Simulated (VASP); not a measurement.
Wanted: the native input for a VASP 6.6.1 run.

```yaml
Task: single point
Functional: PBEsol
Potentials_or_basis: VASP PAW PBE potentials, release 64 (Al, Ga_d, N)
Cutoff: 520 eV
k_mesh: 6 × 8 × 6
Occupations: gaussian, width 0.02 eV
Spin: no spin polarisation
Dipole_correction: no
Further_INCAR_settings: ALGO = Normal; EDIFF = 1e-07; NBANDS = 41
```

The structure of AlGa3N4 lies in POSCAR:

```
AlGa3N4
1.0
    5.1241232144      0.0000000000      0.0000256659
    0.0000000000      3.1541097992      0.0000000000
   -0.0036746250      0.0000000000      5.4591928088
Al Ga N
1 3 4
Direct
    0.0006697531      0.5000000000      0.6673859192
    0.4991145101      0.5000000000      0.3349509789
    0.4990097046      0.0000000000      0.8315085443
    0.9998191851      0.0000000000      0.1661678041
    0.1196423073      0.5000000000      0.3401232459
    0.1176157872      0.0000000000      0.8263550768
    0.6204275855      0.0000000000      0.1661933076
    0.6313011770      0.5000000000      0.6673161232
```

One way to write it, as run:

INCAR

```
PREC     = Accurate       # precision mode
ENCUT    = 520            # plane-wave cutoff, eV
EDIFF    = 1E-7           # SCF threshold, eV
ISMEAR   = 0              # smearing method
SIGMA    = 0.02           # smearing width, eV
LREAL    = F              # projectors in reciprocal space
LASPH    = T              # aspherical terms in the spheres
NELM     = 100            # most SCF steps
ALGO     = Normal         # electronic algorithm
ISIF     = 2              # what is computed and relaxed
LWAVE    = F              # write WAVECAR
LCHARG   = T              # write CHGCAR
GGA      = PS             # functional
LELF     = T              # ELF
LVHAR    = T            
NBANDS   = 41             # bands
```

KPOINTS

```
Automatic mesh
0
Gamma
  6 8 6
```

Potentials or basis: VASP PAW PBE potentials, release 64 (Al, Ga_d, N).

Command:

```bash
$ cat potpaw_PBE.64/Al/POTCAR potpaw_PBE.64/Ga_d/POTCAR potpaw_PBE.64/N/POTCAR > POTCAR
$ mpirun -np 1 vasp_std > vasp.out
```

It gave:

| Property | Result |
| --- | --- |
| Pressure | 1.9 GPa |
| Largest force | 0.016 eV/Å |
| Band gap on the k mesh | 2.45 eV |

Caveat: the PAW data sets were made with another functional, which shifts forces and pressure a little.

Wall time 4.3 min on 1 thread of Intel(R) Xeon(R) Platinum 8488C (Sapphire Rapids), on a shared host, peak memory 0.39 GiB.
